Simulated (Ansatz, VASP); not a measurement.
SrO: VASP beside Ansatz

INCAR

```
PREC = Accurate
ENCUT = 520
EDIFF = 1E-8
ISMEAR = -1
SIGMA = 0.03
LREAL = False
LASPH = True
NELM = 120
ALGO = Normal
ISIF = 2
LWAVE = False
LCHARG = False
LEFG = True
NBANDS = 15
GGA_COMPAT = False
```

The input KPOINTS:

```
regular mesh
0
Gamma
  8 8 8
```

The input POSCAR:

```
SrO
1.0
    0.0000000000      2.5698000000      2.5698000000
    2.5698000000      0.0000000000      2.5698000000
    2.5698000000      2.5698000000      0.0000000000
Sr O
1 1
Direct
    0.0000000000      0.0000000000      0.0000000000
    0.5000000000      0.5000000000      0.5000000000
```

Input for Ansatz:

```yaml
crystal:
  lattice:
    - [0.0, 2.5698, 2.5698]
    - [2.5698, 0.0, 2.5698]
    - [2.5698, 2.5698, 0.0]
  atoms:
    - { symbol: Sr, position: [0.0, 0.0, 0.0] }
    - { symbol: O, position: [0.5, 0.5, 0.5] }
kpoints:
  mp_grid: { grid: [8, 8, 8] }
  band_path:
    path:
      - [0.0, 0.0, 0.0]
      - [0.5, 0.0, 0.5]
      - [0.625, 0.25, 0.625]
      - [0.375, 0.375, 0.75]
      - [0.0, 0.0, 0.0]
      - [0.5, 0.5, 0.5]
      - [0.5, 0.25, 0.75]
      - [0.5, 0.0, 0.5]
    npoints: 5
scf:
  occupations: { method: fermi_dirac, width: 0.03 }
hamiltonian:
  xc: lda
  pseudopotentials: { kind: paw }
output:
  forces: true
  stress: true
  eigenvalues: true
  efg: { contact_densities: true }
```

Alike in both runs: task electric field gradients; functional LDA; k mesh 8 × 8 × 8; occupations fermi-dirac, width 0.03 eV; no spin polarisation.

```csv
,VASP,Ansatz
version,VASP 6.6.1,Ansatz 0.2.0
potentials or method,"VASP PAW LDA potentials, release 64 (Sr_sv, O)","PAW with Ansatz's default frozen-core files, scalar-relativistic"
plane-wave cutoff (eV),520,420
valence electrons in the cell,16,16
```

```tsv
	VASP	Ansatz	Ansatz less VASP
gap on the k mesh at the Fermi level (eV)	3.10	3.16	+0.058
pressure (GPa)	-3.5	-4.2	-0.70
```

LDA's correlation is that of Perdew and Zunger in VASP and of Perdew and Wang (1992) in Ansatz.
